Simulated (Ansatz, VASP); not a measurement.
Two plane-wave programs on P

```
P
1.0
     1.65474   -5.64066    0.00000
     1.65474    5.64066    0.00000
     0.00000    0.00000    4.56194
P
4
Cartesian
  1.6547 -4.5792 0.3944
  1.6547 -1.0614 2.6754
  1.6547 4.5792 4.1675
  1.6547 1.0614 1.8865
```

Alike in both runs: functional PBE; k mesh 14 × 14 × 10; occupations gaussian, width 0.1 eV; no spin polarisation.

Ansatz relaxed the structure, and its values are those at the end. VASP's run is a single point on that final structure, the one shown.

|  | VASP | Ansatz |
| --- | --- | --- |
| version | VASP 6.6.1 | Ansatz 0.2.0 |
| potentials or method | VASP PAW PBE potentials, release 64 (P), cutoff 520 eV | scalar-relativistic, plane waves, PAW |
| valence electrons in the cell | 20 | 20 |

|  | VASP | Ansatz | Ansatz less VASP |
| --- | --- | --- | --- |
| gap on the k mesh at the Fermi level (eV) | 0.14 | 0.12 | -0.017 |
| least direct gap on the mesh (eV) | 0.14 | 0.12 | -0.017 |
| pressure (GPa) | -0.3 | 0.0 | +0.31 |
| rms of the force components (eV/Å) | 0.029 | 0.000 | -0.0287 |

The functional is the same, so the differences come from potentials, cutoffs and numerics.
